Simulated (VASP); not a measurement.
Input of a VASP 6.6.1 run:

File INCAR:

```
  PREC = Accurate
  ENCUT = 520
  EDIFF = 1E-6
  ISMEAR = -1
  SIGMA = 0.08
  LREAL = F
  LASPH = T
  NELM = 80
  ALGO = Normal
  ISIF = 2
  LWAVE = F
  LCHARG = T
  GGA = PE
  LELF = T
  LVHAR = T
  NBANDS = 16
```

Contents of KPOINTS:

```
Automatic mesh
0
Gamma
  15 15 8
```

File POSCAR:

```
Co
1.0
    2.5403958891      0.0000000000      0.0000000000
   -1.2701979446      2.2000473756      0.0000000000
    0.0000000000      0.0000000000      4.1234574576
Co
2
Direct
    0.3333333333      0.6666666667      0.2500000000
    0.6666666667      0.3333333333      0.7500000000
```

Potentials or basis: VASP PAW PBE potentials, release 64 (Co).

Command:

```bash
$ cat potpaw_PBE.64/Co/POTCAR > POTCAR
$ mpirun -np 1 vasp_std > vasp.out
```

Problem. What does it give for the pressure?

Solution. -21.1 GPa.

Problem. What does it give for the band gap on the k mesh?

Solution. Zero (band 9 reaches 9.58 eV, above the bottom of band 10 at 8.28 eV).

Stress tensor (GPa, compression positive):
```
-20.40   0.00   0.00
  0.00 -20.40   0.00
  0.00   0.00 -22.42
```

Caveat: the run has no spin polarisation, though such a crystal can be magnetic. Spin polarisation is off, so any magnetic state and its effect on volume and gap are missing.
